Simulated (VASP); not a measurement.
Here is a VASP 6.6.1 calculation.

The input INCAR:

```
ALGO = Normal
EDIFF = 1E-7
EDIFFG = -0.005
ENCUT = 600
GGA = PE
IBRION = 2
ISIF = 3
ISMEAR = 0
LASPH = T
LCHARG = F
LREAL = F
LWAVE = F
NELM = 100
NSW = 100
PREC = Accurate
SIGMA = 0.02
```

Contents of KPOINTS:

```
k-points
0
Gamma
  6 6 4
```

POSCAR

```
Na2BrF
1.0
    3.9302082713      0.0000000000      0.0000000000
    0.0000000000      3.9302082713      0.0000000000
    0.0000000000      0.0000000000      5.4955264014
Na Br F
2 1 1
Direct
    0.0000000000      0.0000000000      0.0000000000
    0.5000000000      0.5000000000      0.5000000000
    0.5000000000      0.5000000000      0.0000000000
    0.0000000000      0.0000000000      0.5000000000
```

Potentials or basis: VASP PAW PBE potentials, release 64 (Na_pv, Br, F).

Command:

```bash
$ cat potpaw_PBE.64/Na_pv/POTCAR potpaw_PBE.64/Br/POTCAR potpaw_PBE.64/F/POTCAR > POTCAR
$ mpirun -np 1 vasp_std > vasp.out
```

Problem. Estimate the relaxed cell.

Solution. a = 3.947 Å, b = 3.947 Å, c = 5.514 Å, α = 90.00°, β = 90.00°, γ = 90.00°.

Problem. What does it give for the band gap on the k mesh?

Solution. 4.47 eV, direct.

The path:
| step | energy change (eV) | largest force (eV/Å) | pressure (GPa) | volume (Å³) |
| --- | --- | --- | --- | --- |
| 1 | 0.0000 | 0.0000 | 0.31 | 84.89 |
| 2 | -0.0008 | 0.0000 | 0.16 | 85.40 |
| 3 | -0.0011 | 0.0000 | 0.02 | 85.90 |

PBE gaps usually lie below the measured ones, often by a third to a half.
